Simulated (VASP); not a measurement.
# Re (Pm-3m) in VASP: further runs

Re is run at these levels: PBE; tasks: single point.

Everything below comes from runs of VASP 6.6.1. Logs are shortened: lines on timing, memory, paths and dates and some standing lists are left out, and cuts for length are marked.

## 1. The cell of the first run

It takes space group Pm-3m (No. 221, cubic). The conventional cell has a = 2.150 Å, b = 2.150 Å, c = 2.150 Å, α = 90.00°, β = 90.00°, γ = 90.00°. Within 2.8 Å of Re (site symmetry m-3m) lie 6 Re at 2.15 Å.

## 2. Single point, PBE (volume scaled by 0.58)

INCAR

```
ALGO = Normal ; EDIFF = 1E-7
ENCUT = 520 ; GGA = PE
ISIF = 2 ; ISMEAR = -1
LASPH = T ; LCHARG = F
LREAL = F ; LWAVE = F
NBANDS = 10 ; NELM = 60
PREC = Accurate ; SIGMA = 0.08
```

KPOINTS

```
k-points
0
Gamma
  15 15 15
```

POSCAR

```
Re
1.0
    2.1501318708      0.0000000000      0.0000000000
    0.0000000000      2.1501318708      0.0000000000
    0.0000000000      0.0000000000      2.1501318708
Re
1
Direct
    0.0000000000      0.0000000000      0.0000000000
```

Potentials or basis: VASP PAW PBE potentials, release 64 (Re).

Command:

```sh
> cat potpaw_PBE.64/Re/POTCAR > POTCAR
> mpirun -np 1 vasp_std > vasp.out
```

OUTCAR:

```text
EDIFF = 1E-7
   ENCUT = 520
   GGA = PE
   ISIF = 2
   ISMEAR = -1
   LASPH = T
   LREAL = F
   NELM = 60
   PREC = Accurate

 ion  position               nearest neighbor table
   1  0.000  0.000  0.000-

  LATTYP: Found a simple cubic cell.
 ALAT       =     2.1501318708

  Lattice vectors:

 A1 = (   2.1501318708,   0.0000000000,   0.0000000000)
 A2 = (   0.0000000000,   2.1501318708,   0.0000000000)
 A3 = (   0.0000000000,   0.0000000000,   2.1501318708)

Analysis of symmetry for initial positions (statically):
=====================================================================
 Subroutine PRICEL returns:
 Original cell was already a primitive cell.

 Routine SETGRP: Setting up the symmetry group for a
 simple cubic supercell.

 Subroutine GETGRP returns: Found 48 space group operations
 (whereof 48 operations were pure point group operations)
 out of a pool of 48 trial point group operations.

The static configuration has the point symmetry O_h .

Analysis of symmetry for dynamics (positions and initial velocities):
=====================================================================
 Subroutine PRICEL returns:
 Original cell was already a primitive cell.

 Routine SETGRP: Setting up the symmetry group for a
 simple cubic supercell.

 Subroutine GETGRP returns: Found 48 space group operations
 (whereof 48 operations were pure point group operations)
 out of a pool of 48 trial point group operations.

The dynamic configuration has the point symmetry O_h .

 Subroutine INISYM returns: Found 48 space group operations
 (whereof 48 operations are pure point group operations),
 and found     1 'primitive' translations

----------------------------------------------------------------------------------------

                                     Primitive cell

  volume of cell :       9.9402

  direct lattice vectors                    reciprocal lattice vectors
     2.150131871  0.000000000  0.000000000     0.465087753  0.000000000  0.000000000
     0.000000000  2.150131871  0.000000000     0.000000000  0.465087753  0.000000000
     0.000000000  0.000000000  2.150131871     0.000000000  0.000000000  0.465087753

  length of vectors
     2.150131871  2.150131871  2.150131871     0.465087753  0.465087753  0.465087753

  position of ions in fractional coordinates (direct lattice)
     0.000000000  0.000000000  0.000000000

  ion indices of the primitive-cell ions
   primitive index   ion index
                 1           1

----------------------------------------------------------------------------------------

 KPOINTS: k-points

Automatic generation of k-mesh.
 Grid dimensions read from file:
 generate k-points for:   15   15   15

 Generating k-lattice:

  Cartesian coordinates                     Fractional coordinates (reciprocal lattice)
     0.031005850  0.000000000  0.000000000     0.066666667  0.000000000  0.000000000
     0.000000000  0.031005850  0.000000000     0.000000000  0.066666667  0.000000000
     0.000000000  0.000000000  0.031005850     0.000000000  0.000000000  0.066666667

  Length of vectors
     0.031005850  0.031005850  0.031005850

  Shift w.r.t. Gamma in fractional coordinates (k-lattice)
     0.000000000  0.000000000  0.000000000

 Subroutine IBZKPT returns following result:
 ===========================================

 Found    120 irreducible k-points:

 Following reciprocal coordinates:
            Coordinates               Weight
  0.000000  0.000000  0.000000      1.000000
  0.066667  0.000000  0.000000      6.000000
  0.133333  0.000000  0.000000      6.000000
  0.200000  0.000000  0.000000      6.000000
  0.266667  0.000000  0.000000      6.000000
  0.333333  0.000000  0.000000      6.000000
[... 16 lines left out ...]
  0.266667  0.200000  0.000000     24.000000
  0.333333  0.200000  0.000000     24.000000
 [... further k-points ...]
   k-points           NKPTS =    120   k-points in BZ     NKDIM =    120   number of bands    NBANDS=     10
   number of dos      NEDOS =    301   number of ions     NIONS =      1
   total plane-waves  NPLWV =   4096
   dimension x,y,z NGX =    16 NGY =   16 NGZ =   16
   dimension x,y,z NGXF=    32 NGYF=   32 NGZF=   32
   ions per type =               1
   NGX,Y,Z   is equivalent  to a cutoff of  12.37, 12.37, 12.37 a.u.
   NGXF,Y,Z  is equivalent  to a cutoff of  24.74, 24.74, 24.74 a.u.
 SYSTEM =  unknown system
   PREC   = accura    normal or accurate (medium, high low for compatibility)
   ISTART =      0    job   : 0-new  1-cont  2-samecut
   ICHARG =      2    charge: 1-file 2-atom 10-const
   ISPIN  =      1    spin polarized calculation?
   LNONCOLLINEAR =      F non collinear calculations
   LSORBIT =      F    spin-orbit coupling
   LASPH  =      T    aspherical Exc in radial PAW
   ENCUT  =  520.0 eV  38.22 Ry    6.18 a.u.   4.00  4.00  4.00*2*pi/ulx,y,z
   NELM   =     60;   NELMIN=  2; NELMDL= -5     # of ELM steps
   EDIFF  = 0.1E-06   stopping-criterion for ELM
   LREAL  =      F    real-space projection
   EDIFFG = 0.1E-05   stopping-criterion for IOM
   NSW    =      0    number of steps for IOM
   IBRION =     -1    ionic relax: 0-MD 1-quasi-New 2-CG
   NFREE  =      0    steps in history (QN), initial steepest desc. (CG)
   ISIF   =      2    stress and relaxation
   ISYM   =      2    0-nonsym 1-usesym 2-fastsym
   POTIM  = 0.5000    time-step for ionic-motion
   TEBEG  =    0.0;   TEEND  =   0.0 temperature during run
   PSTRESS=    0.0 pullay stress
   NELECT =       7.0000    total number of electrons
   NUPDOWN=      -1.0000    fix difference up-down
   EMIN   =  10.00;   EMAX   =-10.00  energy-range for DOS
   EFERMI =   0.00;   METHOD = LEGACY
   ISMEAR =    -1;   SIGMA  =   0.08  broadening in eV -4-tet -1-fermi 0-gaus
   EFERMI_NEDOS =   21; number of points for ismear=-14 and -15
   IALGO  =     38    algorithm
   IMIX   =      4    mixing-type and parameters
     AMIX     =   0.40;   BMIX     =  1.00
     AMIX_MAG =   1.60;   BMIX_MAG =  1.00
  volume/ion in A,a.u.               =       9.94        67.08
  Fermi-wavevector in a.u.,A,eV,Ry     =   1.456495  2.752377 28.863107  2.121378
  Thomas-Fermi vector in A             =   2.573407
   LORBIT       =      0    0 simple, 1 ext, 2 COOP (PROOUT), +10 PAW based schemes
   GGA     = PE    functional components
   LHFCALC =     F    Hartree Fock is set to
   AEXX    =    0.0000 exact exchange contribution
   IVDW    =     0    specifies the selected vdW correction
   LEPSILON=     F    determine dielectric tensor
   LRPA    =     F    only Hartree local field effects (RPA)
 non-spin polarized calculation
  energy-cutoff  :      520.00
  volume of cell :        9.94
 maximum number of plane-waves:       285
 NGX is ok and might be reduce to    16
   NGX =  7   NGY =  7   NGZ =  7

 number of electron       6.9999998 magnetization

 Free energy of the ion-electron system (eV)
  ---------------------------------------------------
  ext. energy  EPLUGINS =         0.00000000
  ---------------------------------------------------
  free energy    TOTEN  =        -4.93743853 eV

  energy without entropy =       -4.92525220  energy(sigma->0) =       -4.93134536

 E-fermi :  14.4439     XC(G=0): -15.8228

 val. band max:       14.4366674121   @ k =   0.2667   0.2667   0.0667
 cond. band min:      14.4555368642   @ k =   0.3333   0.2667   0.0667
 fundamental gap:      0.0188694521
 Fermi energy:        14.4439061111

 k-point     1 :       0.0000    0.0000    0.0000
  band No.  band energies     occupation
      1       1.5836      2.00000
      2       3.9670      2.00000
      3       3.9670      2.00000
      4      21.9841      0.00000
      5      21.9841      0.00000
      6      21.9841      0.00000
      7      35.4244      0.00000
      8      35.4244      0.00000
      9      35.4244      0.00000
     10      44.6641      0.00000

 k-point     2 :       0.0667    0.0000    0.0000
  band No.  band energies     occupation
      1       1.8523      2.00000
      2       4.0400      2.00000
      3       4.3798      2.00000
      4      21.3750      0.00000
      5      21.3750      0.00000
      6      22.0255      0.00000
      7      34.2032      0.00000
      8      36.0766      0.00000
      9      36.0766      0.00000
     10      43.7854      0.00000

 k-point     3 :       0.1333    0.0000    0.0000
  band No.  band energies     occupation
      1       2.4654      2.00000
      2       4.2512      2.00000
      3       5.7078      2.00000
      4      19.9034      0.00000
      5      19.9034      0.00000
      6      22.1439      0.00000
      7      31.8109      0.00000
      8      37.6448      0.00000
      9      37.6448      0.00000
     10      40.4081      0.00000

 k-point     4 :       0.2000    0.0000    0.0000
  band No.  band energies     occupation
      1       3.1934      2.00000
      2       4.5757      2.00000
      3       7.8671      2.00000
      4      18.1450      0.00000
      5      18.1450      0.00000
      6      22.3218      0.00000
      7      29.5013      0.00000
      8      37.3471      0.00000
      9      39.5031      0.00000
     10      39.5031      0.00000
[... 222 lines left out ...]
 k-point    22 :       0.2000    0.2000    0.0000
  band No.  band energies     occupation
      1       4.5485      2.00000
      2       7.2793      2.00000
      3       9.2089      2.00000
      4      14.7412      0.04750
      5      18.1536      0.00000
      6      19.1616      0.00000
      7      31.9417      0.00000
      8      33.4150      0.00000
      9      39.4293      0.00000
     10      43.9868      0.00000

 k-point    23 :       0.2667    0.2000    0.0000
  band No.  band energies     occupation
      1       5.1214      2.00000
      2       7.5398      2.00000
      3      10.6898      2.00000
      4      14.6079      0.22819
      5      16.9028      0.00000
      6      19.0750      0.00000
      7      30.3225      0.00000
      8      34.2492      0.00000
      9      38.5431      0.00000
     10      45.5303      0.00000

 k-point    24 :       0.3333    0.2000    0.0000
  band No.  band energies     occupation
      1       5.6932      2.00000
      2       7.3215      2.00000
      3      11.0036      2.00000
      4      15.6027      0.00000
      5      16.3850      0.00000
      6      19.3085      0.00000
      7      29.2039      0.00000
      8      35.5144      0.00000
      9      37.1450      0.00000
     10      46.3007      0.00000

 [... further k-points ...]
[... 5 lines left out ...]
  --------------------------------------------------------------------------------------
  -------------------------------------------------------------------------------------
  Total       26.9022238     26.9022238     26.9022238     -0.0000000      0.0000000     -0.0000000
  in kB     4336.1417734   4336.1417734   4336.1417734     -0.0000000      0.0000000     -0.0000000
  external PRESSURE =    4336.1417734 kB  Pullay stress =       0.0000000 kB

 VOLUME and BASIS-vectors are now :
 -----------------------------------------------------------------------------
  energy-cutoff  :      520.00
  volume of cell :        9.94
      direct lattice vectors                 reciprocal lattice vectors
     2.150131871  0.000000000  0.000000000     0.465087753  0.000000000  0.000000000
     0.000000000  2.150131871  0.000000000     0.000000000  0.465087753  0.000000000
     0.000000000  0.000000000  2.150131871     0.000000000  0.000000000  0.465087753

 POSITION                                       TOTAL-FORCE (eV/Angst)
 -----------------------------------------------------------------------------------
      0.00000      0.00000      0.00000         0.000000      0.000000      0.000000
 -----------------------------------------------------------------------------------
    total drift:                               -0.000000      0.000000      0.000000

  FREE ENERGIE OF THE ION-ELECTRON SYSTEM (eV)
  ---------------------------------------------------
  free  energy   TOTEN  =        -4.9374385293 eV

  energy  without entropy=       -4.9252521986  energy(sigma->0) =       -4.93134536
```

It took 13 s on 1 thread of Intel Xeon 8259CL, shared host; peak memory 0.12 GiB.

What came out:

* Free energy: -4.9374 eV
* Pressure: 433.6 GPa

Levels at points of the mesh, in eV from the Fermi level:
| k point | band 1 | band 2 | band 3 | band 4 | band 5 | band 6 | band 7 |
| --- | --- | --- | --- | --- | --- | --- | --- |
| (0.00, 0.00, 0.00) | -12.86 | -10.48 | -10.48 | 7.54 | 7.54 | 7.54 | 20.98 |

Caveat: spin-orbit coupling is left out, which moves the levels of the heavy elements.

## 3. Single point, PBE (volume scaled by 0.58)

INCAR

```
SYSTEM = Re
ALGO = Normal
EDIFF = 1E-7
ENCUT = 520
GGA = PE
ISIF = 2
ISMEAR = -1
LASPH = .TRUE.
LCHARG = .FALSE.
LREAL = .FALSE.
LWAVE = .FALSE.
NBANDS = 10
NELM = 100
PREC = Accurate
SIGMA = 0.08
```

KPOINTS

```
k-points
0
G
  15 15 15
  0 0 0
```

POSCAR is that of step 2.

Potentials or basis: VASP PAW PBE potentials, release 64 (Re).

Command:

```sh
> cat potpaw_PBE.64/Re/POTCAR > POTCAR
> mpirun -np 1 vasp_std > vasp.out
```

It took 12 s on 1 thread of Intel Xeon 8259CL, shared host; peak memory 0.12 GiB.

It converged, with:

```yaml
Free_energy: -4.9374 eV
Pressure: 433.6 GPa
```

Levels at points of the mesh, in eV from the Fermi level:
```csv
k point,band 1,band 2,band 3,band 4,band 5,band 6
"(0.00, 0.00, 0.00)",-12.86,-10.48,-10.48,7.54,7.54,7.54
```

Caveat: spin-orbit coupling is left out, which moves the levels of the heavy elements.

## 4. Single point, PBE (volume scaled by 0.68)

INCAR

```
SYSTEM = Re
ALGO = Normal
EDIFF = 1E-6
ENCUT = 520
GGA = PE
ISIF = 2
ISMEAR = -1
LASPH = .TRUE.
LCHARG = .TRUE.
LELF = .TRUE.
LREAL = .FALSE.
LVHAR = .TRUE.
LWAVE = .FALSE.
NBANDS = 10
NELM = 60
PREC = Accurate
SIGMA = 0.08
```

KPOINTS is that of step 3.

POSCAR

```
Re
1.0
    2.2672116771      0.0000000000      0.0000000000
    0.0000000000      2.2672116771      0.0000000000
    0.0000000000      0.0000000000      2.2672116771
Re
1
Direct
    0.0000000000      0.0000000000      0.0000000000
```

Command:

```sh
> cat potpaw_PBE.64/Re/POTCAR > POTCAR
> mpirun -np 1 vasp_std > vasp.out
```

It took 22 s on 1 thread of Intel Xeon 8259CL, shared host; peak memory 0.13 GiB.

It converged, with:

```
Free energy : -8.3388 eV
Pressure    : 223.9 GPa
```

Levels at points of the mesh, in eV from the Fermi level:
```tsv
k point	band 1	band 2	band 3	band 4	band 5	band 6
(0.00, 0.00, 0.00)	-11.90	-8.68	-8.68	6.08	6.08	6.08
```

Caveat: spin-orbit coupling is left out, which moves the levels of the heavy elements.

(Part 1 of 2 ends here.)
